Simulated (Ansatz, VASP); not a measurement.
## One calculation of Nb4H, two programs

File INCAR:

```
PREC = Accurate
ENCUT = 520
EDIFF = 1E-7
ISMEAR = 0
SIGMA = 0.1
LREAL = False
LASPH = True
NELM = 60
ALGO = Normal
ISIF = 2
LWAVE = False
LCHARG = False
LDIPOL = True
IDIPOL = 3
DIPOL = 0.5 0.5 0.325
GGA = CA
NBANDS = 34
```

The input KPOINTS:

```
Automatic mesh
0
Gamma
  9 7 1
```

The input POSCAR:

```
Nb4H
1.0
    2.9270177669      0.0000000000      0.0000000000
    0.0000000000      4.1394282232      0.0000000000
    0.0000000000      0.0000000000     21.2576690685
Nb H
4 1
Direct
    0.5000000000      0.5000000000      0.1881673850
    0.0000000000      0.0000000000      0.2570135449
    0.5000000000      0.5000000000      0.3306382692
    0.0000000000      0.0000000000      0.3884559987
    0.0000000000      0.0000000000      0.4594891866
```

Input for Ansatz:

```yaml
crystal:
  lattice:
    - [2.9270177669, 0.0, 0.0]
    - [0.0, 4.1394282232, 0.0]
    - [0.0, 0.0, 21.2576690685]
  atoms:
    - { symbol: Nb, position: [0.5, 0.5, 0.188167385] }
    - { symbol: Nb, position: [0.0, 0.0, 0.2570135449] }
    - { symbol: Nb, position: [0.5, 0.5, 0.3306382692] }
    - { symbol: Nb, position: [0.0, 0.0, 0.3884559987] }
    - { symbol: H, position: [0.0, 0.0, 0.4594891866] }
basis:
  ecutwfc: 420
kpoints:
  mp_grid: { grid: [9, 7, 1] }
hamiltonian:
  xc: lda
scf:
  occupations: { method: gaussian, width: 0.1 }
output:
  forces: true
  eigenvalues: true
efield:
  axis: 3
  dipole_correction: true
  ramp_width: 0.04
```

Alike in both runs: task single point; functional LDA; k mesh 9 × 7 × 1; occupations gaussian, width 0.1 eV; no spin polarisation.

|  | VASP | Ansatz |
| --- | --- | --- |
| version | VASP 6.6.1 | Ansatz 0.2.0 |
| potentials or method | VASP PAW LDA potentials, release 64 (Nb_sv, H), cutoff 520 eV | scalar-relativistic, plane waves, PAW |
| valence electrons in the cell | 53 | 53 |

|  | VASP | Ansatz | Ansatz less VASP |
| --- | --- | --- | --- |
| gap on the k mesh at the Fermi level (eV) | none | none | - |
| rms of the force components (eV/Å) | 1.887 | 1.876 | -0.0118 |

LDA's correlation is that of Perdew and Zunger in VASP and of Perdew and Wang (1992) in Ansatz. Atom by atom the forces differ by 0.012 eV/Å (rms over components). A gap of «none» marks a metal or a gap that the smearing closes.
